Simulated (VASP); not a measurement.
Write the native input for VASP 6.6.1 that does the following.

- Task: single point
- Functional: PBEsol
- Potentials or basis: VASP PAW PBE potentials, release 64 (Hf_pv)
- Cutoff: 520 eV
- k mesh: 12 × 12 × 12
- Occupations: fermi-dirac, width 0.1 eV
- Spin: no spin polarisation
- Dipole correction: no
- Further INCAR settings: ALGO = Normal; EDIFF = 1e-07; NBANDS = 11

The structure of Hf lies in POSCAR:

```
Hf
1.0
    2.7461878944      0.0000000000      0.0000000000
    0.0000000000      2.7461878944      0.0000000000
    0.0000000000      0.0000000000      2.7461878944
Hf
1
Direct
    0.0000000000      0.0000000000      0.0000000000
```

This isn't the form of Hf at room conditions, which is hcp.

One way to write it, as run:

INCAR

```
ALGO     = Normal         # electronic algorithm
EDIFF    = 1E-7           # SCF threshold, eV
ENCUT    = 520            # plane-wave cutoff, eV
GGA      = PS             # functional
ISIF     = 2              # what is computed and relaxed
ISMEAR   = -1             # smearing method
LASPH    = True           # aspherical terms in the spheres
LCHARG   = False          # write CHGCAR
LREAL    = False          # projectors in reciprocal space
LWAVE    = False          # write WAVECAR
NBANDS   = 11             # bands
NELM     = 100            # most SCF steps
PREC     = Accurate       # precision mode
SIGMA    = 0.1            # smearing width, eV
```

KPOINTS

```
k-points
0
Gamma
  12 12 12
```

Potentials or basis: VASP PAW PBE potentials, release 64 (Hf_pv).

The run is started by

```sh
$ cat potpaw_PBE.64/Hf_pv/POTCAR > POTCAR
$ mpirun -np 1 vasp_std > vasp.out
```

It gave:

```json
{"Pressure": "12.6 GPa", "Band gap on the k mesh": "zero (bands 5 and 6 overlap by 3.06 eV)"}
```

Caveat: the cell stands under pressure; the PAW data sets were made with another functional, which shifts forces and pressure a little; spin-orbit coupling is left out, which moves the levels of the heavy elements.

Wall time 7.8 s on 1 thread of Intel(R) Xeon(R) Platinum 8375C CPU @ 2.90GHz (Ice Lake) (shared host), peak memory 0.14 GiB.
